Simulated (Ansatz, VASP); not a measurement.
## One calculation of Ga, two programs

```xyz
2
Lattice="1.4107 -4.1070 0.0000 1.4107 4.1070 0.0000 -0.1198 0.0000 3.3299" Properties=species:S:1:pos:R:3 pbc="T T T"
Ga    1.3807   -3.0310    0.8325
Ga    1.3208    3.0310    2.4974
```

Change from the starting cell: equal xx and yy strain of +2 %.

Alike in both runs: task single point; functional PBEsol; k mesh 14 × 14 × 11; occupations fermi-dirac, width 0.03 eV; no spin polarisation.

|  | VASP | Ansatz |
| --- | --- | --- |
| version | VASP 6.6.1 | Ansatz 0.2.0 |
| potentials or method | VASP PAW PBE potentials, release 64 (Ga_d), cutoff 520 eV | all-electron LAPW, scalar-relativistic |

|  | VASP | Ansatz | Ansatz less VASP |
| --- | --- | --- | --- |
| pressure (GPa) | -3.6 | -3.6 | -0.03 |
| traceless stress, the component that is largest in VASP (GPa) | -0.21 | -0.21 | -0.006 |
| rms of the force components (eV/Å) | 0.101 | 0.101 | +0.0001 |

VASP's potentials were made for PBE, not for PBEsol. Atom by atom the forces differ by 0.000 eV/Å (rms over components). Ansatz ran all-electron here, and VASP with PAW potentials.
